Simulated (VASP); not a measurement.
# BaS (P6_3/mmc) in VASP: settings compared

The runs below take BaS through relaxation of cell and atoms, with LDA, r2SCAN.

Program: VASP 6.6.1. These are calculated values, not measurements. Logs are shortened: lines on timing, memory, paths and dates and some standing lists are left out, and cuts for length are marked.

## 1. The cell of the first run

It takes space group P6_3/mmc (No. 194, hexagonal). Conventional cell: a = 5.384 Å, b = 5.384 Å, c = 6.382 Å, α = 90.00°, β = 90.00°, γ = 120.00°. Ba (site symmetry -6m2) has 5 S at 3.11 to 3.19 Å within 4.1 Å. Within 4.1 Å of S (site symmetry -6m2) lie 5 Ba at 3.11 to 3.19 Å.

## 2. Relaxation of cell and atoms, LDA

Input file INCAR:

```
SYSTEM = BaS
PREC = Accurate
ENCUT = 600
EDIFF = 1E-6
ISMEAR = -1
SIGMA = 0.02
LREAL = .FALSE.
LASPH = .TRUE.
NELM = 60
ALGO = Normal
ISIF = 3
LWAVE = .FALSE.
LCHARG = .FALSE.
GGA = CA
IBRION = 2
NSW = 80
EDIFFG = -0.005
```

Input file KPOINTS:

```
regular mesh
0
G
  6 6 4
  0 0 0
```

Input file POSCAR:

```
BaS
1.0
    5.3844481214      0.0000000000      0.0000000000
   -2.6922240607      4.6630688585      0.0000000000
    0.0000000000      0.0000000000      6.3816974437
Ba S
2 2
Direct
    0.3333333333      0.6666666667      0.2500000000
    0.6666666667      0.3333333333      0.7500000000
    0.6666666667      0.3333333333      0.2500000000
    0.3333333333      0.6666666667      0.7500000000
```

Potentials or basis: VASP PAW LDA potentials, release 64 (Ba_sv, S).

On the command line:

```
$ cat potpaw_LDA.64/Ba_sv/POTCAR potpaw_LDA.64/S/POTCAR > POTCAR
$ mpirun -np 1 vasp_std > vasp.out
```

OUTCAR:

```text
SYSTEM = BaS
   PREC = Accurate
   ENCUT = 600
   EDIFF = 1E-6
   ISMEAR = -1
   LREAL = .FALSE.
   LASPH = .TRUE.
   NELM = 60
   ISIF = 3
   GGA = CA
   IBRION = 2
   NSW = 80
   EDIFFG = -0.005

 ion  position               nearest neighbor table
   1  0.333  0.667  0.250-   3 3.11   3 3.11   3 3.11   4 3.19   4 3.19   2 4.45   2 4.45   2 4.45
                             2 4.45   2 4.45   2 4.45
   2  0.667  0.333  0.750-   4 3.11   4 3.11   4 3.11   3 3.19   3 3.19   1 4.45   1 4.45   1 4.45
                             1 4.45   1 4.45   1 4.45
   3  0.667  0.333  0.250-   1 3.11   1 3.11   1 3.11   2 3.19   2 3.19
   4  0.333  0.667  0.750-   2 3.11   2 3.11   2 3.11   1 3.19   1 3.19

  LATTYP: Found a hexagonal cell.
 ALAT       =     5.3844481214
 C/A-ratio  =     1.1852091988

  Lattice vectors:

 A1 = (   5.3844481214,   0.0000000000,   0.0000000000)
 A2 = (  -2.6922240607,   4.6630688585,   0.0000000000)
 A3 = (   0.0000000000,   0.0000000000,   6.3816974437)

Analysis of symmetry for initial positions (statically):
=====================================================================
 Subroutine PRICEL returns:
 Original cell was already a primitive cell.

 Routine SETGRP: Setting up the symmetry group for a
 hexagonal supercell.

 Subroutine GETGRP returns: Found 24 space group operations
 (whereof 12 operations were pure point group operations)
 out of a pool of 24 trial point group operations.

The static configuration has the point symmetry D_3d.
 The point group associated with its full space group is D_6h.

Analysis of symmetry for dynamics (positions and initial velocities):
=====================================================================
 Subroutine PRICEL returns:
 Original cell was already a primitive cell.

 Routine SETGRP: Setting up the symmetry group for a
 hexagonal supercell.

 Subroutine GETGRP returns: Found 24 space group operations
 (whereof 12 operations were pure point group operations)
 out of a pool of 24 trial point group operations.

The dynamic configuration has the point symmetry D_3d.
 The point group associated with its full space group is D_6h.

 Subroutine INISYM returns: Found 24 space group operations
 (whereof 12 operations are pure point group operations),
 and found     1 'primitive' translations

----------------------------------------------------------------------------------------

                                     Primitive cell

  volume of cell :     160.2320

  direct lattice vectors                    reciprocal lattice vectors
     5.384448121  0.000000000  0.000000000     0.185720055  0.107225524  0.000000000
    -2.692224061  4.663068858  0.000000000     0.000000000  0.214451047  0.000000000
     0.000000000  0.000000000  6.381697444     0.000000000  0.000000000  0.156698121

  length of vectors
     5.384448121  5.384448121  6.381697444     0.214451047  0.214451047  0.156698121

  position of ions in fractional coordinates (direct lattice)
     0.333333333  0.666666667  0.250000000
     0.666666667  0.333333333  0.750000000
     0.666666667  0.333333333  0.250000000
     0.333333333  0.666666667  0.750000000

  ion indices of the primitive-cell ions
   primitive index   ion index
                 1           1
                 2           2
                 3           3
                 4           4

----------------------------------------------------------------------------------------

 KPOINTS: regular mesh

Automatic generation of k-mesh.
 Grid dimensions read from file:
 generate k-points for:    6    6    4

 Generating k-lattice:

  Cartesian coordinates                     Fractional coordinates (reciprocal lattice)
     0.030953342  0.017870921  0.000000000     0.166666667  0.000000000  0.000000000
     0.000000000  0.035741841  0.000000000     0.000000000  0.166666667  0.000000000
     0.000000000  0.000000000  0.039174530     0.000000000  0.000000000  0.250000000

  Length of vectors
     0.035741841  0.035741841  0.039174530

  Shift w.r.t. Gamma in fractional coordinates (k-lattice)
     0.000000000  0.000000000  0.000000000

 Subroutine IBZKPT returns following result:
 ===========================================

 Found     21 irreducible k-points:

 Following reciprocal coordinates:
            Coordinates               Weight
  0.000000  0.000000  0.000000      1.000000
  0.166667  0.000000  0.000000      6.000000
  0.333333  0.000000  0.000000      6.000000
  0.500000  0.000000  0.000000      3.000000
  0.166667  0.166667  0.000000      6.000000
  0.333333  0.166667  0.000000     12.000000
[... 13 lines left out ...]
  0.333333  0.166667  0.500000     12.000000
  0.333333  0.333333  0.500000      2.000000
   k-points           NKPTS =     21   k-points in BZ     NKDIM =     21   number of bands    NBANDS=     20
   number of dos      NEDOS =    301   number of ions     NIONS =      4
   total plane-waves  NPLWV = 124416
   dimension x,y,z NGX =    48 NGY =   48 NGZ =   54
   dimension x,y,z NGXF=    96 NGYF=   96 NGZF=  108
   ions per type =               2   2
   NGX,Y,Z   is equivalent  to a cutoff of  14.82, 14.82, 14.07 a.u.
   NGXF,Y,Z  is equivalent  to a cutoff of  29.64, 29.64, 28.13 a.u.
 SYSTEM =  BaS
   PREC   = accura    normal or accurate (medium, high low for compatibility)
   ISTART =      0    job   : 0-new  1-cont  2-samecut
   ICHARG =      2    charge: 1-file 2-atom 10-const
   ISPIN  =      1    spin polarized calculation?
   LNONCOLLINEAR =      F non collinear calculations
   LSORBIT =      F    spin-orbit coupling
   LASPH  =      T    aspherical Exc in radial PAW
   ENCUT  =  600.0 eV  44.10 Ry    6.64 a.u.  10.75 10.75 12.75*2*pi/ulx,y,z
   NELM   =     60;   NELMIN=  2; NELMDL= -5     # of ELM steps
   EDIFF  = 0.1E-05   stopping-criterion for ELM
   LREAL  =      F    real-space projection
   EDIFFG = -.5E-02   stopping-criterion for IOM
   NSW    =     80    number of steps for IOM
   IBRION =      2    ionic relax: 0-MD 1-quasi-New 2-CG
   NFREE  =      1    steps in history (QN), initial steepest desc. (CG)
   ISIF   =      3    stress and relaxation
   ISYM   =      2    0-nonsym 1-usesym 2-fastsym
   POTIM  = 0.5000    time-step for ionic-motion
   TEBEG  =    0.0;   TEEND  =   0.0 temperature during run
   PSTRESS=    0.0 pullay stress
   NELECT =      32.0000    total number of electrons
   NUPDOWN=      -1.0000    fix difference up-down
   EMIN   =  10.00;   EMAX   =-10.00  energy-range for DOS
   EFERMI =   0.00;   METHOD = LEGACY
   ISMEAR =    -1;   SIGMA  =   0.02  broadening in eV -4-tet -1-fermi 0-gaus
   EFERMI_NEDOS =   21; number of points for ismear=-14 and -15
   IALGO  =     38    algorithm
   IMIX   =      4    mixing-type and parameters
     AMIX     =   0.40;   BMIX     =  1.00
     AMIX_MAG =   1.60;   BMIX_MAG =  1.00
  volume/ion in A,a.u.               =      40.06       270.32
  Fermi-wavevector in a.u.,A,eV,Ry     =   0.956919  1.808314 12.458767  0.915694
  Thomas-Fermi vector in A             =   2.085890
   LORBIT       =      0    0 simple, 1 ext, 2 COOP (PROOUT), +10 PAW based schemes
   GGA     = CA    functional components
   LHFCALC =     F    Hartree Fock is set to
   AEXX    =    0.0000 exact exchange contribution
   IVDW    =     0    specifies the selected vdW correction
   LEPSILON=     F    determine dielectric tensor
   LRPA    =     F    only Hartree local field effects (RPA)
 conjugate gradient relaxation of ions
 non-spin polarized calculation
  energy-cutoff  :      600.00
  volume of cell :      160.23
 maximum number of plane-waves:      5401
 NGX is ok and might be reduce to    48
   NGX = 21   NGY = 21   NGZ = 25

--------------------------------------- Ionic step        1  -------------------------------------------

 number of electron      32.0000000 magnetization

 Free energy of the ion-electron system (eV)
  ---------------------------------------------------
  ext. energy  EPLUGINS =         0.00000000
  ---------------------------------------------------
  free energy    TOTEN  =       -21.68996082 eV

  energy without entropy =      -21.68996082  energy(sigma->0) =      -21.68996082

------------------------ aborting loop because EDIFF is reached ----------------------------------------

  FORCE on cell =-STRESS in cart. coord.  units (eV):
  Direction    XX          YY          ZZ          XY          YZ          ZX
  --------------------------------------------------------------------------------------
  -------------------------------------------------------------------------------------
  Total       -1.8181223     -1.8181223     -2.1585716      0.0000000     -0.0000000      0.0000000
  in kB      -18.1796050    -18.1796050    -21.5837951      0.0000000     -0.0000000      0.0000000
  external PRESSURE =     -19.3143350 kB  Pullay stress =       0.0000000 kB

 VOLUME and BASIS-vectors are now :
 -----------------------------------------------------------------------------
  energy-cutoff  :      600.00
  volume of cell :      160.23
      direct lattice vectors                 reciprocal lattice vectors
     5.384448121  0.000000000  0.000000000     0.185720055  0.107225524  0.000000000
    -2.692224061  4.663068858  0.000000000     0.000000000  0.214451047  0.000000000
     0.000000000  0.000000000  6.381697444     0.000000000  0.000000000  0.156698121
[... 115 lines left out ...]
 POSITION                                       TOTAL-FORCE (eV/Angst)
 -----------------------------------------------------------------------------------
     -0.00000      3.05072      1.56589        -0.000000      0.000000      0.000000
      2.64200      1.52536      4.69766         0.000000     -0.000000      0.000000
      2.64200      1.52536      1.56589        -0.000000     -0.000000      0.000000
     -0.00000      3.05072      4.69766         0.000000     -0.000000      0.000000
 -----------------------------------------------------------------------------------
    total drift:                               -0.000000      0.000000     -0.000000

  FREE ENERGIE OF THE ION-ELECTRON SYSTEM (eV)
  ---------------------------------------------------
  free  energy   TOTEN  =       -21.7454233409 eV

  energy  without entropy=      -21.7454233409  energy(sigma->0) =      -21.74542334

--------------------------------------- Ionic step        5  -------------------------------------------

 number of electron      31.9999999 magnetization

 Free energy of the ion-electron system (eV)
  ---------------------------------------------------
  ext. energy  EPLUGINS =         0.00000000
  ---------------------------------------------------
  free energy    TOTEN  =       -21.74543177 eV

  energy without entropy =      -21.74543177  energy(sigma->0) =      -21.74543177

 E-fermi :   0.9241     XC(G=0):  -8.1509

 val. band max:        0.4855280871   @ k =   0.0000   0.0000   0.0000
 cond. band min:       2.6638286635   @ k =   0.3333   0.3333   0.0000
 fundamental gap:      2.1783005765
 Fermi energy:         0.9241189704

 k-point     1 :       0.0000    0.0000    0.0000
  band No.  band energies     occupation
      1     -25.5576      2.00000
      2     -25.4877      2.00000
      3     -11.1555      2.00000
      4     -10.9420      2.00000
      5     -10.9420      2.00000
      6     -10.7437      2.00000
[... 12 lines left out ...]
     19       3.9846      0.00000
     20       5.2479      0.00000
[... 480 lines left out ...]
 POSITION                                       TOTAL-FORCE (eV/Angst)
 -----------------------------------------------------------------------------------
     -0.00000      3.05000      1.56642         0.000000      0.000000      0.000000
      2.64138      1.52500      4.69925         0.000000     -0.000000      0.000000
      2.64138      1.52500      1.56642        -0.000000      0.000000      0.000000
     -0.00000      3.05000      4.69925         0.000000     -0.000000      0.000000
 -----------------------------------------------------------------------------------
    total drift:                               -0.000000      0.000000     -0.000000

  FREE ENERGIE OF THE ION-ELECTRON SYSTEM (eV)
  ---------------------------------------------------
  free  energy   TOTEN  =       -21.7454317725 eV

  energy  without entropy=      -21.7454317724  energy(sigma->0) =      -21.74543177

 reached required accuracy - stopping structural energy minimisation
```

Run time: 9.4 min. Hardware: 1 thread of Oxide Virtual Turin-like, shared host; peak memory 0.29 GiB.

Results:

```yaml
Free_energy: -21.7454 eV
Relaxed_volume: 37.86 Å³/atom
Relaxed_cell: a = 5.283 Å, b = 5.283 Å, c = 6.266 Å, α = 90.00°, β = 90.00°, γ = 120.00°
Space_group_after_relaxing_to_0.05_Å: P6_3/mmc (No. 194)
Energy_gained_by_relaxing: 13.9 meV/atom
Ionic_steps: 5
Pressure_after_relaxing: 0.0 GPa
Band_gap_on_the_k_mesh: 2.18 eV, indirect (least direct gap 2.32 eV)
```

Step by step:
```tsv
step	energy change (eV)	largest force (eV/Å)	pressure (GPa)	volume (Å³)
1	0.0000	0.0000	-1.93	160.23
2	-0.0507	0.0000	0.59	149.29
3	-0.0551	0.0000	-0.01	151.57
4	-0.0555	0.0000	0.00	151.45
5	-0.0555	0.0000	0.00	151.43
```

Final structure:
```
Ba S
1.0
     5.28276    0.00000    0.00000
    -2.64138    4.57501    0.00000
     0.00000    0.00000    6.26567
Ba S
2 2
Cartesian
  0.0000 3.0500 1.5664
  2.6414 1.5250 4.6993
  2.6414 1.5250 1.5664
  0.0000 3.0500 4.6993
```

Caveat: spin-orbit coupling is left out, which moves the levels of the heavy elements.

## 3. Relaxation of cell and atoms, r2SCAN

POSCAR is that of step 2.

Input file INCAR.step1:

```
SYSTEM = BaS
  ALGO = Normal
  EDIFF = 1E-4
  ENCUT = 600
  GGA = PE
  ISMEAR = -1
  LASPH = .TRUE.
  LCHARG = .FALSE.
  LREAL = .FALSE.
  LWAVE = .TRUE.
  NELM = 80
  PREC = Accurate
  SIGMA = 0.02
```

Input file INCAR.step2:

```
SYSTEM = BaS
  ALGO = Normal
  EDIFF = 1E-6
  EDIFFG = -0.005
  ENCUT = 600
  IBRION = 2
  ISIF = 3
  ISMEAR = -1
  ISTART = 1
  LASPH = .TRUE.
  LCHARG = .FALSE.
  LMIXTAU = .TRUE.
  LREAL = .FALSE.
  LWAVE = .FALSE.
  METAGGA = R2SCAN
  NELM = 80
  NSW = 80
  PREC = Accurate
  SIGMA = 0.02
```

Input file KPOINTS:

```
k-points
0
G
  6 6 4
  0 0 0
```

Potentials or basis: VASP PAW PBE potentials, release 64 (Ba_sv, S).

On the command line:

```
$ cat potpaw_PBE.64/Ba_sv/POTCAR potpaw_PBE.64/S/POTCAR > POTCAR
$ cp INCAR.step1 INCAR
$ mpirun -np 1 vasp_std > vasp.out
$ cp INCAR.step2 INCAR
$ mpirun -np 1 vasp_std > vasp.out
```

Wall time 24 min (1 thread of Oxide Virtual Turin-like, shared host); peak memory 0.39 GiB.

The run converged. Its results:

```
Free energy                            : -77.8703 eV
Relaxed volume                         : 40.52 Å³/atom
Relaxed cell                           : a = 5.403 Å, b = 5.403 Å, c = 6.412 Å, α = 90.00°, β = 90.00°, γ = 120.00°
Space group after relaxing (to 0.05 Å) : P6_3/mmc (No. 194)
Energy gained by relaxing              : 0.6 meV/atom
Ionic steps                            : 4
Pressure after relaxing                : 0.0 GPa
Band gap on the k mesh                 : 2.84 eV, indirect (least direct gap 2.98 eV)
```

The path:
| step | energy change (eV) | largest force (eV/Å) | pressure (GPa) | volume (Å³) |
| --- | --- | --- | --- | --- |
| 1 | 0.0000 | 0.0000 | 0.42 | 160.23 |
| 2 | -0.0023 | 0.0000 | -0.11 | 162.67 |
| 3 | -0.0025 | 0.0000 | 0.00 | 162.13 |
| 4 | -0.0025 | 0.0000 | 0.01 | 162.10 |

Final structure:
```
Ba S
1.0
     5.40293    0.00000    0.00000
    -2.70146    4.67907    0.00000
     0.00000    0.00000    6.41187
Ba S
2 2
Direct
  0.33333 0.66667 0.25000
  0.66667 0.33333 0.75000
  0.66667 0.33333 0.25000
  0.33333 0.66667 0.75000
```

Levels at points of the mesh, in eV from the valence-band top:
```csv
k point,band 12,band 13,band 14,band 15,band 16,band 17,band 18,band 19,band 20
"(0.00, 0.00, 0.00)",-0.92,-0.87,-0.87,-0.44,0.00,3.06,4.15,4.15,5.34
"(0.50, 0.00, 0.00)",-0.83,-0.49,-0.41,-0.33,-0.31,3.53,3.70,3.85,5.50
"(0.00, 0.00, 0.50)",-1.21,-0.99,-0.99,-0.99,-0.99,4.08,4.08,5.96,5.96
"(0.50, 0.00, 0.50)",-1.49,-0.84,-0.84,-0.51,-0.51,4.18,4.18,5.40,5.40
```

Caveat: the PAW data sets were made with another functional, which shifts forces and pressure a little; spin-orbit coupling is left out, which moves the levels of the heavy elements. A k mesh can miss the band edges.
